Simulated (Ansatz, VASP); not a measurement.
Pd in VASP and in Ansatz

```
Pd
1.0
     0.00000    1.94490    1.94490
     1.94490    0.00000    1.94490
     1.94490    1.94490    0.00000
Pd
1
Cartesian
  0.0000 0.0000 0.0000
```

Alike in both runs: task relaxation of cell and atoms; functional PBE; k mesh 14 × 14 × 14; occupations fermi-dirac, width 0.05 eV; collinear spin.

|  | VASP | Ansatz |
| --- | --- | --- |
| version | VASP 6.6.1 | Ansatz 0.2.0 |
| potentials or method | VASP PAW PBE potentials, release 64 (Pd), cutoff 600 eV | plane waves (420 eV) with PAW, scalar-relativistic |
| valence electrons in the cell | 10 | 18 |

```tsv
	VASP	Ansatz	Ansatz less VASP
net moment per atom (μB)	0.40	0.40	+0.002
size of the moment on the site where the two differ most (μB)	0.40	0.40	+0.007
relaxed volume (Å³/atom)	15.35	15.38	+0.026
relaxed cell length with the largest relative difference (Å)	2.790	2.791	+0.0016
```

Site moments also hang on the region over which each program counts them. VASP's potentials hold 10 valence electrons a cell and Ansatz's 18, so a difference there can come from the potentials and not from the codes.
